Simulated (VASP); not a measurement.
# Se3Br (I4/mmm) in VASP: single point with PBE

Aim: the single point of Se3Br with PBE.

Program: VASP 6.6.1. These are calculated values, not measurements. Logs are shortened: lines on timing, memory, paths and dates and some standing lists are left out, and cuts for length are marked.

## (1) The cell of the first run

Symmetry: I4/mmm, No. 139, tetragonal system. The conventional cell has a = 3.802 Å, b = 3.802 Å, c = 16.964 Å, α = 90.00°, β = 90.00°, γ = 90.00°. Se (site symmetry -4m2) has 4 Se at 2.69 Å within 3.5 Å. Se (site symmetry 4/mmm) has 4 Br at 2.69 Å within 3.5 Å. Br (site symmetry 4/mmm) has 4 Se at 2.69 Å within 3.5 Å.

## (2) Single point, PBE

INCAR

```
SYSTEM = Se3Br
ALGO = Normal
EDIFF = 1E-7
ENCUT = 520
GGA = PE
ISIF = 2
ISMEAR = 0
LASPH = .True.
LCHARG = .True.
LELF = .True.
LREAL = .False.
LVHAR = .True.
LWAVE = .False.
NBANDS = 20
NELM = 100
PREC = Accurate
SIGMA = 0.1
```

KPOINTS

```
k-points
0
Gamma
  14 14 14
  0 0 0
```

POSCAR

```
Se3Br
1.0
   -1.9012420000      1.9012420000      8.4819000000
    1.9012420000     -1.9012420000      8.4819000000
    1.9012420000      1.9012420000     -8.4819000000
Se Br
3 1
Direct
    0.2500000000      0.7500000000      0.5000000000
    0.7500000000      0.2500000000      0.5000000000
    0.5000000000      0.5000000000      0.0000000000
    0.0000000000      0.0000000000      0.0000000000
```

Potentials or basis: VASP PAW PBE potentials, release 64 (Se, Br).

The run is started by

```console
$ cat potpaw_PBE.64/Se/POTCAR potpaw_PBE.64/Br/POTCAR > POTCAR
$ mpirun -np 1 vasp_std > vasp.out
```

OUTCAR:

```text
SYSTEM = Se3Br
   EDIFF = 1E-7
   ENCUT = 520
   GGA = PE
   ISIF = 2
   ISMEAR = 0
   LASPH = .True.
   LREAL = .False.
   NELM = 100
   PREC = Accurate

 ion  position               nearest neighbor table
   1  0.250  0.750  0.500-   2 2.69   2 2.69   2 2.69   2 2.69
   2  0.750  0.250  0.500-   1 2.69   1 2.69   1 2.69   1 2.69
   3  0.500  0.500  0.000-   4 2.69   4 2.69   4 2.69   4 2.69
   4  0.000  0.000  0.000-   3 2.69   3 2.69   3 2.69   3 2.69

  LATTYP: Found a body centered tetragonal cell.
 ALAT       =     3.8024840000
 C/A-ratio  =     4.4612416515

  Lattice vectors:

 A1 = (  -1.9012420000,   1.9012420000,   8.4819000000)
 A2 = (   1.9012420000,  -1.9012420000,   8.4819000000)
 A3 = (   1.9012420000,   1.9012420000,  -8.4819000000)

Analysis of symmetry for initial positions (statically):
=====================================================================
 Subroutine PRICEL returns:
 Original cell was already a primitive cell.

 Routine SETGRP: Setting up the symmetry group for a
 body centered tetragonal supercell.

 Subroutine GETGRP returns: Found 16 space group operations
 (whereof 16 operations were pure point group operations)
 out of a pool of 16 trial point group operations.

The static configuration has the point symmetry D_4h.

Analysis of symmetry for dynamics (positions and initial velocities):
=====================================================================
 Subroutine PRICEL returns:
 Original cell was already a primitive cell.

 Routine SETGRP: Setting up the symmetry group for a
 body centered tetragonal supercell.

 Subroutine GETGRP returns: Found 16 space group operations
 (whereof 16 operations were pure point group operations)
 out of a pool of 16 trial point group operations.

The dynamic configuration has the point symmetry D_4h.

 Subroutine INISYM returns: Found 16 space group operations
 (whereof 16 operations are pure point group operations),
 and found     1 'primitive' translations

----------------------------------------------------------------------------------------

                                     Primitive cell

  volume of cell :     122.6388

  direct lattice vectors                    reciprocal lattice vectors
    -1.901242000  1.901242000  8.481900000     0.000000000  0.262985985  0.058949056
     1.901242000 -1.901242000  8.481900000     0.262985985  0.000000000  0.058949056
     1.901242000  1.901242000 -8.481900000     0.262985985  0.262985985  0.000000000

  length of vectors
     8.897868840  8.897868840  8.897868840     0.269511817  0.269511817  0.371918347

  position of ions in fractional coordinates (direct lattice)
     0.250000000  0.750000000  0.500000000
     0.750000000  0.250000000  0.500000000
     0.500000000  0.500000000  0.000000000
     0.000000000  0.000000000  0.000000000

  ion indices of the primitive-cell ions
   primitive index   ion index
                 1           1
                 2           2
                 3           3
                 4           4

----------------------------------------------------------------------------------------

 KPOINTS: k-points

Automatic generation of k-mesh.
 Grid dimensions read from file:
 generate k-points for:   14   14   14

 Generating k-lattice:

  Cartesian coordinates                     Fractional coordinates (reciprocal lattice)
     0.000000000  0.018784713  0.004210647     0.071428571  0.000000000  0.000000000
     0.018784713  0.000000000  0.004210647     0.000000000  0.071428571  0.000000000
     0.018784713  0.018784713  0.000000000     0.000000000  0.000000000  0.071428571

  Length of vectors
     0.019250844  0.019250844  0.026565596

  Shift w.r.t. Gamma in fractional coordinates (k-lattice)
     0.000000000  0.000000000  0.000000000

 Subroutine IBZKPT returns following result:
 ===========================================

 Found    244 irreducible k-points:

 Following reciprocal coordinates:
            Coordinates               Weight
  0.000000  0.000000  0.000000      1.000000
  0.071429  0.000000  0.000000      8.000000
  0.142857 -0.000000  0.000000      8.000000
  0.214286  0.000000 -0.000000      8.000000
  0.285714 -0.000000  0.000000      8.000000
  0.357143 -0.000000  0.000000      8.000000
[... 16 lines left out ...]
  0.214286  0.142857  0.000000     16.000000
  0.285714  0.142857  0.000000     16.000000
 [... further k-points ...]
   k-points           NKPTS =    244   k-points in BZ     NKDIM =    244   number of bands    NBANDS=     20
   number of dos      NEDOS =    301   number of ions     NIONS =      4
   total plane-waves  NPLWV = 343000
   dimension x,y,z NGX =    70 NGY =   70 NGZ =   70
   dimension x,y,z NGXF=   140 NGYF=  140 NGZF=  140
   ions per type =               3   1
   NGX,Y,Z   is equivalent  to a cutoff of  13.08, 13.08, 13.08 a.u.
   NGXF,Y,Z  is equivalent  to a cutoff of  26.16, 26.16, 26.16 a.u.
 SYSTEM =  Se3Br
   PREC   = accura    normal or accurate (medium, high low for compatibility)
   ISTART =      0    job   : 0-new  1-cont  2-samecut
   ICHARG =      2    charge: 1-file 2-atom 10-const
   ISPIN  =      1    spin polarized calculation?
   LNONCOLLINEAR =      F non collinear calculations
   LSORBIT =      F    spin-orbit coupling
   LASPH  =      T    aspherical Exc in radial PAW
   ENCUT  =  520.0 eV  38.22 Ry    6.18 a.u.  16.54 16.54 16.54*2*pi/ulx,y,z
   NELM   =    100;   NELMIN=  2; NELMDL= -5     # of ELM steps
   EDIFF  = 0.1E-06   stopping-criterion for ELM
   LREAL  =      F    real-space projection
   EDIFFG = 0.1E-05   stopping-criterion for IOM
   NSW    =      0    number of steps for IOM
   IBRION =     -1    ionic relax: 0-MD 1-quasi-New 2-CG
   NFREE  =      0    steps in history (QN), initial steepest desc. (CG)
   ISIF   =      2    stress and relaxation
   ISYM   =      2    0-nonsym 1-usesym 2-fastsym
   POTIM  = 0.5000    time-step for ionic-motion
   TEBEG  =    0.0;   TEEND  =   0.0 temperature during run
   PSTRESS=    0.0 pullay stress
   NELECT =      25.0000    total number of electrons
   NUPDOWN=      -1.0000    fix difference up-down
   EMIN   =  10.00;   EMAX   =-10.00  energy-range for DOS
   EFERMI =   0.00;   METHOD = LEGACY
   ISMEAR =     0;   SIGMA  =   0.10  broadening in eV -4-tet -1-fermi 0-gaus
   EFERMI_NEDOS =   21; number of points for ismear=-14 and -15
   IALGO  =     38    algorithm
   IMIX   =      4    mixing-type and parameters
     AMIX     =   0.40;   BMIX     =  1.00
     AMIX_MAG =   1.60;   BMIX_MAG =  1.00
  volume/ion in A,a.u.               =      30.66       206.90
  Fermi-wavevector in a.u.,A,eV,Ry     =   0.963486  1.820725 12.630367  0.928306
  Thomas-Fermi vector in A             =   2.093036
   LORBIT       =      0    0 simple, 1 ext, 2 COOP (PROOUT), +10 PAW based schemes
   GGA     = PE    functional components
   LHFCALC =     F    Hartree Fock is set to
   AEXX    =    0.0000 exact exchange contribution
   IVDW    =     0    specifies the selected vdW correction
   LEPSILON=     F    determine dielectric tensor
   LRPA    =     F    only Hartree local field effects (RPA)
 non-spin polarized calculation
 Gauss-broadening in eV      SIGMA  =   0.10
  energy-cutoff  :      520.00
  volume of cell :      122.64
 maximum number of plane-waves:      3325
 NGX is ok and might be reduce to    70
   NGX = 33   NGY = 33   NGZ = 33

 number of electron      25.0000002 magnetization

 Free energy of the ion-electron system (eV)
  ---------------------------------------------------
  ext. energy  EPLUGINS =         0.00000000
  ---------------------------------------------------
  free energy    TOTEN  =       -10.95334084 eV

  energy without entropy =      -10.93446304  energy(sigma->0) =      -10.94390194

 E-fermi :   1.4984     XC(G=0):  -8.2167

 val. band max:        1.4928500054   @ k =  -0.2143  -0.3571   0.0714
 cond. band min:       1.5008941152   @ k =  -0.2857  -0.4286   0.1429
 fundamental gap:      0.0080441098
 Fermi energy:         1.4984014392

 k-point     1 :       0.0000    0.0000    0.0000
  band No.  band energies     occupation
      1     -15.3182      2.00000
      2     -13.5352      2.00000
      3      -9.4009      2.00000
      4      -8.0002      2.00000
      5      -3.4278      2.00000
      6      -3.4278      2.00000
[... 12 lines left out ...]
     19       6.0773      0.00000
     20      10.7568      0.00000

 k-point     2 :       0.0714    0.0000    0.0000
  band No.  band energies     occupation
      1     -15.2862      2.00000
      2     -13.4912      2.00000
      3      -9.5031      2.00000
      4      -8.1359      2.00000
      5      -3.3814      2.00000
      6      -3.3445      2.00000
[... 12 lines left out ...]
     19       6.2588      0.00000
     20      10.6451      0.00000

 k-point     3 :       0.1429   -0.0000    0.0000
  band No.  band energies     occupation
      1     -15.1924      2.00000
      2     -13.3597      2.00000
      3      -9.7833      2.00000
      4      -8.5067      2.00000
      5      -3.2434      2.00000
      6      -3.1104      2.00000
[... 12 lines left out ...]
     19       6.7912      0.00000
     20      10.2871      0.00000

 k-point     4 :       0.2143    0.0000   -0.0000
  band No.  band energies     occupation
      1     -15.0446      2.00000
      2     -13.1418      2.00000
      3     -10.1788      2.00000
      4      -9.0344      2.00000
      5      -3.0180      2.00000
      6      -2.7595      2.00000
[... 12 lines left out ...]
     19       7.6392      0.00000
     20      10.0147      0.00000

 k-point     5 :       0.2857   -0.0000    0.0000
  band No.  band energies     occupation
      1     -14.8584      2.00000
      2     -12.8401      2.00000
      3     -10.6159      2.00000
      4      -9.6428      2.00000
      5      -2.7148      2.00000
      6      -2.3844      2.00000
[... 12 lines left out ...]
     19       8.7415      0.00000
     20       9.8669      0.00000
[... 353 lines left out ...]
      6      -3.0424      2.00000
[... 12 lines left out ...]
     19       6.4350      0.00000
     20      10.4573      0.00000

 k-point    22 :       0.1429    0.1429    0.0000
  band No.  band energies     occupation
      1     -15.0729      2.00000
      2     -13.1878      2.00000
      3     -10.0328      2.00000
      4      -8.8370      2.00000
      5      -3.9076      2.00000
      6      -3.0062      2.00000
[... 12 lines left out ...]
     19       7.4234      0.00000
     20       9.5913      0.00000

 k-point    23 :       0.2143    0.1429    0.0000
  band No.  band energies     occupation
      1     -14.9333      2.00000
      2     -12.9749      2.00000
      3     -10.3149      2.00000
      4      -9.2259      2.00000
      5      -4.0241      2.00000
      6      -3.1404      2.00000
[... 12 lines left out ...]
     19       8.1917      0.00000
     20       9.2671      0.00000

 k-point    24 :       0.2857    0.1429    0.0000
  band No.  band energies     occupation
      1     -14.7590      2.00000
      2     -12.6808      2.00000
      3     -10.6495      2.00000
      4      -9.7185      2.00000
      5      -3.9639      2.00000
      6      -3.0716      2.00000
[... 12 lines left out ...]
     19       9.1123      0.00000
     20       9.1338      0.00000

 [... further k-points ...]
[... 5 lines left out ...]
  --------------------------------------------------------------------------------------
  -------------------------------------------------------------------------------------
  Total        0.2390962      0.2390962      0.1006689      0.0000000      0.0000000      0.0000000
  in kB        3.1235996      3.1235996      1.3151581      0.0000000      0.0000000      0.0000000
  external PRESSURE =       2.5207857 kB  Pullay stress =       0.0000000 kB

 VOLUME and BASIS-vectors are now :
 -----------------------------------------------------------------------------
  energy-cutoff  :      520.00
  volume of cell :      122.64
      direct lattice vectors                 reciprocal lattice vectors
    -1.901242000  1.901242000  8.481900000     0.000000000  0.262985985  0.058949056
     1.901242000 -1.901242000  8.481900000     0.262985985  0.000000000  0.058949056
     1.901242000  1.901242000 -8.481900000     0.262985985  0.262985985  0.000000000

 POSITION                                       TOTAL-FORCE (eV/Angst)
 -----------------------------------------------------------------------------------
      1.90124     -0.00000      4.24095         0.000000     -0.000000      0.000000
     -0.00000      1.90124      4.24095        -0.000000     -0.000000      0.000000
      0.00000      0.00000      8.48190         0.000000      0.000000     -0.000000
      0.00000      0.00000      0.00000         0.000000      0.000000     -0.000000
 -----------------------------------------------------------------------------------
    total drift:                               -0.000000     -0.000000     -0.000000

  FREE ENERGIE OF THE ION-ELECTRON SYSTEM (eV)
  ---------------------------------------------------
  free  energy   TOTEN  =       -10.9533408381 eV

  energy  without entropy=      -10.9344630393  energy(sigma->0) =      -10.94390194
```

Run time: 72 min. Hardware: 1 thread of Intel Xeon 8259CL, shared host; peak memory 1.1 GiB.

What came out:

| Quantity | Value |
| --- | --- |
| Free energy | -10.9533 eV |
| Pressure | 0.3 GPa |
| Band gap on the k mesh | zero (an odd number of electrons rules out a gap without spin polarisation) |

Stress tensor (GPa, compression positive):
```
0.31 0.00 0.00
0.00 0.31 0.00
0.00 0.00 0.13
```

Levels at points of the mesh, in eV from the Fermi level:
```tsv
k point	band 10	band 11	band 12	band 13	band 14	band 15
(0.00, 0.00, 0.00)	-3.19	0.38	1.20	2.48	2.48	3.64
(0.50, 0.00, 0.00)	-1.47	-1.46	-1.45	-1.40	-1.10	-0.90
(0.50, 0.50, 0.00)	-1.02	-1.00	-0.79	3.90	3.90	5.41
(0.50, 0.50, 0.50)	-3.54	0.35	1.21	2.48	2.48	3.64
```

Caveat: an odd number of electrons without spin polarisation forces a metal; a magnetic or distorted state may lie lower.
